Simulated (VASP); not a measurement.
# MgB2 (P6/mmm) in VASP: elastic constants with PBEsol

Aim: the elastic constants of MgB2 with PBEsol.

All numbers are computed with VASP 6.6.1; they aren't measurements. Logs are shortened: lines on timing, memory, paths and dates and some standing lists are left out, and cuts for length are marked.

## 1. The cell of the first run

The structure is hexagonal, space group P6/mmm (No. 191). Conventional cell: a = 2.995 Å, b = 2.995 Å, c = 3.354 Å, α = 90.00°, β = 90.00°, γ = 120.00°. Mg (site symmetry 6/mmm) has 12 B at 2.41 Å and 6 Mg at 3.00 Å within 3.2 Å. B (site symmetry -6m2) has 3 B at 1.73 Å within 2.3 Å.

## 2. Elastic constants, PBEsol

Contents of INCAR:

```
PREC = Accurate
ENCUT = 600
EDIFF = 1E-8
ISMEAR = -1
SIGMA = 0.1
LREAL = False
LASPH = True
NELM = 80
ALGO = Normal
ISIF = 3
LWAVE = False
LCHARG = False
GGA = PS
IBRION = 6
NFREE = 2
POTIM = 0.015
NSW = 1
```

Contents of KPOINTS:

```
Automatic mesh
0
Gamma
  16 16 12
```

Contents of POSCAR:

```
MgB2
1.0
    2.9951137153      0.0000000000      0.0000000000
   -1.4975568576      2.5938445646      0.0000000000
    0.0000000000      0.0000000000      3.3542978597
Mg B
1 2
Direct
    0.0000000000      0.0000000000      0.0000000000
    0.3333333333      0.6666666667      0.5000000000
    0.6666666667      0.3333333333      0.5000000000
```

Potentials or basis: VASP PAW PBE potentials, release 64 (Mg, B).

The run is started by

```sh
cat potpaw_PBE.64/Mg/POTCAR potpaw_PBE.64/B/POTCAR > POTCAR
mpirun -np 1 vasp_std > vasp.out
```

OUTCAR:

```text
PREC = Accurate
   ENCUT = 600
   EDIFF = 1E-8
   ISMEAR = -1
   LREAL = False
   LASPH = True
   NELM = 80
   ISIF = 3
   GGA = PS
   IBRION = 6
   NFREE = 2
   POTIM = 0.015
   NSW = 1

 ion  position               nearest neighbor table
   1  0.000  0.000  0.000-   2 2.41   3 2.41   2 2.41   3 2.41   2 2.41   2 2.41   3 2.41   3 2.41
                             3 2.41   3 2.41   2 2.41   2 2.41
   2  0.333  0.667  0.500-   3 1.73   3 1.73   3 1.73   1 2.41   1 2.41   1 2.41   1 2.41   1 2.41
                             1 2.41
   3  0.667  0.333  0.500-   2 1.73   2 1.73   2 1.73   1 2.41   1 2.41   1 2.41   1 2.41   1 2.41
                             1 2.41

  LATTYP: Found a hexagonal cell.
 ALAT       =     2.9951137153
 C/A-ratio  =     1.1199233747

  Lattice vectors:

 A1 = (   2.9951137153,   0.0000000000,   0.0000000000)
 A2 = (  -1.4975568576,   2.5938445646,   0.0000000000)
 A3 = (   0.0000000000,   0.0000000000,   3.3542978597)

Analysis of symmetry for initial positions (statically):
=====================================================================
 Subroutine PRICEL returns:
 Original cell was already a primitive cell.

 Routine SETGRP: Setting up the symmetry group for a
 hexagonal supercell.

 Subroutine GETGRP returns: Found 24 space group operations
 (whereof 24 operations were pure point group operations)
 out of a pool of 24 trial point group operations.

The static configuration has the point symmetry D_6h.

Analysis of symmetry for dynamics (positions and initial velocities):
=====================================================================
 Subroutine PRICEL returns:
 Original cell was already a primitive cell.

 Routine SETGRP: Setting up the symmetry group for a
 hexagonal supercell.

 Subroutine GETGRP returns: Found 24 space group operations
 (whereof 24 operations were pure point group operations)
 out of a pool of 24 trial point group operations.

The dynamic configuration has the point symmetry D_6h.

 Subroutine INISYM returns: Found 24 space group operations
 (whereof 24 operations are pure point group operations),
 and found     1 'primitive' translations

----------------------------------------------------------------------------------------

                                     Primitive cell

  volume of cell :      26.0591

  direct lattice vectors                    reciprocal lattice vectors
     2.995113715  0.000000000  0.000000000     0.333877140  0.192764056  0.000000000
    -1.497556858  2.593844565  0.000000000     0.000000000  0.385528113  0.000000000
     0.000000000  0.000000000  3.354297860     0.000000000  0.000000000  0.298124985

  length of vectors
     2.995113715  2.995113715  3.354297860     0.385528113  0.385528113  0.298124985

  position of ions in fractional coordinates (direct lattice)
     0.000000000  0.000000000  0.000000000
     0.333333333  0.666666667  0.500000000
     0.666666667  0.333333333  0.500000000

  ion indices of the primitive-cell ions
   primitive index   ion index
                 1           1
                 2           2
                 3           3

----------------------------------------------------------------------------------------

 KPOINTS: Automatic mesh

Automatic generation of k-mesh.
 Grid dimensions read from file:
 generate k-points for:   16   16   12

 Generating k-lattice:

[... 115 lines left out ...]
  Direction    XX          YY          ZZ          XY          YZ          ZX
  --------------------------------------------------------------------------------------
  -------------------------------------------------------------------------------------
  Total        2.4733633      2.4733633      2.4390618      0.0000000      0.0000000      0.0000000
  in kB      152.0686179    152.0686178    149.9596795      0.0000000      0.0000000      0.0000000
  external PRESSURE =     151.3656384 kB  Pullay stress =       0.0000000 kB
[... 92 lines left out ...]
  FREE ENERGIE OF THE ION-ELECTRON SYSTEM (eV)
  ---------------------------------------------------
  free  energy   TOTEN  =       -16.0842980307 eV

  energy  without entropy=      -16.0636568191  energy(sigma->0) =      -16.07397742

[... ionic steps 4 to 18 ...]

--------------------------------------- Ionic step       19  -------------------------------------------

 number of electron       8.0000000 magnetization

------------------------ aborting loop because EDIFF is reached ----------------------------------------
[... 69 lines left out ...]
--------------------------------------- Ionic step       21  -------------------------------------------

 number of electron       8.0000000 magnetization

 Free energy of the ion-electron system (eV)
  ---------------------------------------------------
  ext. energy  EPLUGINS =         0.00000000
  ---------------------------------------------------
  free energy    TOTEN  =       -16.13025971 eV

  energy without entropy =      -16.10935069  energy(sigma->0) =      -16.11980520

 E-fermi :   5.9574     XC(G=0): -11.4358

 val. band max:        5.9276031610   @ k =   0.3125   0.3125   0.2500
 cond. band min:       5.9577732789   @ k =   0.0625   0.0000   0.0000
 fundamental gap:      0.0301701178
 Fermi energy:         5.9573846379

 k-point     1 :       0.0000    0.0000    0.0000
  band No.  band energies     occupation
      1      -7.0690      2.00000
      2       3.0500      2.00000
      3       6.3276      0.04815
      4       6.3276      0.04815
      5       8.1972      0.00000
      6      12.5351      0.00000
      7      12.5351      0.00000
      8      14.9584      0.00000
[... 243 lines left out ...]
 k-point    24 :       0.2500    0.1875    0.0000
  band No.  band energies     occupation
      1      -4.4772      2.00000
      2       0.6290      2.00000
      3       1.9833      2.00000
      4       5.4776      1.98364
      5      10.6151      0.00000
      6      10.9737      0.00000
      7      13.4024      0.00000
      8      14.7732      0.00000

 [... further k-points ...]

------------------------ aborting loop because EDIFF is reached ----------------------------------------

  FORCE on cell =-STRESS in cart. coord.  units (eV):
  Direction    XX          YY          ZZ          XY          YZ          ZX
  --------------------------------------------------------------------------------------
  -------------------------------------------------------------------------------------
  Total        2.4750444      2.4750444      2.4395258      0.0000000     -0.0000000     -0.0000000
  in kB      152.1719780    152.1719780    149.9882053      0.0000000     -0.0000000     -0.0000000
  external PRESSURE =     151.4440537 kB  Pullay stress =       0.0000000 kB
[... 18 lines left out ...]
  FREE ENERGIE OF THE ION-ELECTRON SYSTEM (eV)
  ---------------------------------------------------
  free  energy   TOTEN  =       -16.1302597133 eV

  energy  without entropy=      -16.1093506884  energy(sigma->0) =      -16.11980520

 INTERNAL STRAIN TENSORS FROM STRAINED CELLS
 ============================================

 INTERNAL STRAIN TENSOR FOR ION    1 for displacements in x,y,z  (eV/Angst):
          X           Y           Z          XY          YZ          ZX
  --------------------------------------------------------------------------------
  x     0.00000     0.00000    -0.00000    -0.00000     0.00000    -0.00000
  y    -0.00000     0.00000     0.00000     0.00000     0.00000     0.00000
  z     0.00000     0.00000     0.00000     0.00000    -0.00000     0.00000

 INTERNAL STRAIN TENSORS FROM DISPLACED ATOMS
 ============================================

 INTERNAL STRAIN TENSOR FOR ION    1 for displacements in x,y,z  (eV/Angst):
          X           Y           Z          XY          YZ          ZX
  --------------------------------------------------------------------------------
  x     0.00000     0.00000     0.00000     0.00000     0.00000     0.00000
  y     0.00000     0.00000     0.00000     0.00000     0.00000     0.00000
  z     0.00000     0.00000     0.00000     0.00000     0.00000     0.00000

 INTERNAL STRAIN TENSOR FOR ION    3 for displacements in x,y,z  (eV/Angst):
          X           Y           Z          XY          YZ          ZX
  --------------------------------------------------------------------------------
  x     0.00000    -0.00000     0.00000     5.44470     0.00000     0.00000
  y     5.44470    -5.44470    -0.00000    -0.00000     0.00000     0.00000
  z     0.00000     0.00000     0.00000     0.00000     0.00000     0.00000

 Eigenvectors and eigenvalues of the dynamical matrix
 ----------------------------------------------------

   1 f  =   21.906521 THz   137.642731 2PiTHz  730.722887 cm-1    90.598051 meV
             X         Y         Z           dx          dy          dz
      0.000000  0.000000  0.000000    -0.000000   -0.000000    0.000000
     -0.000000  1.729230  1.677149    -0.000000   -0.000000   -0.707107
      1.497557  0.864615  1.677149     0.000000    0.000000    0.707107
[... 43 lines left out ...]
   9 f/i=    0.000516 THz     0.003240 2PiTHz    0.017203 cm-1     0.002133 meV
             X         Y         Z           dx          dy          dz
      0.000000  0.000000  0.000000     0.000000    0.000000   -0.727492
     -0.000000  1.729230  1.677149     0.000000    0.000000   -0.485157
      1.497557  0.864615  1.677149     0.000000    0.000000   -0.485157

--------------------------------------------------------------------------------------------------------

 ELASTIC MODULI CONTR FROM IONIC RELAXATION (kBar)
 Direction    XX          YY          ZZ          XY          YZ          ZX
 --------------------------------------------------------------------------------
 XX        -181.5122    181.5122      0.0000     -0.0000      0.0000     -0.0000
 YY         181.5122   -181.5122     -0.0000     -0.0000      0.0000      0.0000
 ZZ           0.0000     -0.0000     -0.0000     -0.0000      0.0000     -0.0000
 XY          -0.0000     -0.0000     -0.0000   -181.5122      0.0000     -0.0000
 YZ           0.0000      0.0000      0.0000      0.0000      0.0000      0.0000
 ZX          -0.0000      0.0000     -0.0000     -0.0000      0.0000     -0.0000
 --------------------------------------------------------------------------------

 TOTAL ELASTIC MODULI (kBar)
 Direction    XX          YY          ZZ          XY          YZ          ZX
 --------------------------------------------------------------------------------
 XX        5176.7781    790.6784    638.8750      0.0000      0.0000     -0.0000
 YY         790.6784   5176.7781    638.8750      0.0000      0.0000     -0.0000
 ZZ         638.8750    638.8750   3195.4445      0.0000      0.0000     -0.0000
 XY           0.0000      0.0000      0.0000   2193.0499      0.0000      0.0000
 YZ          -0.0000      0.0000      0.0000      0.0000   1091.4349      0.0000
 ZX           0.0000      0.0000     -0.0000      0.0000      0.0000   1091.4349
 --------------------------------------------------------------------------------
```

Wall time 7.7 min (1 thread of Intel Xeon 6975P-C (Granite Rapids), shared host); peak memory 0.56 GiB.

Results:

| Item | Value |
| --- | --- |
| Voigt bulk modulus | 197 GPa |
| Highest phonon frequency at Γ | 731 cm⁻¹ |

Phonon frequencies in cm⁻¹ (negative: imaginary):
| q point | frequencies |
| --- | --- |
| (0.000, 0.000, 0.000) | 0 0 0 399 399 486 711 711 731 |

Elastic tensor in Voigt notation (GPa, in the Cartesian axes of the cell as first typed):
```
518  79  64   0   0   0
 79 518  64   0   0   0
 64  64 320   0   0   0
  0   0   0 109   0   0
  0   0   0   0 109   0
  0   0   0   0   0 219
```

Clamped-ion elastic tensor (GPa):
```
536  61  64   0   0   0
 61 536  64   0   0   0
 64  64 320   0   0   0
  0   0   0 109   0   0
  0   0   0   0 109   0
  0   0   0   0   0 237
```

Caveat: the cell is under stress, which shifts elastic constants; the PAW data sets were made with another functional, which shifts forces and pressure a little.
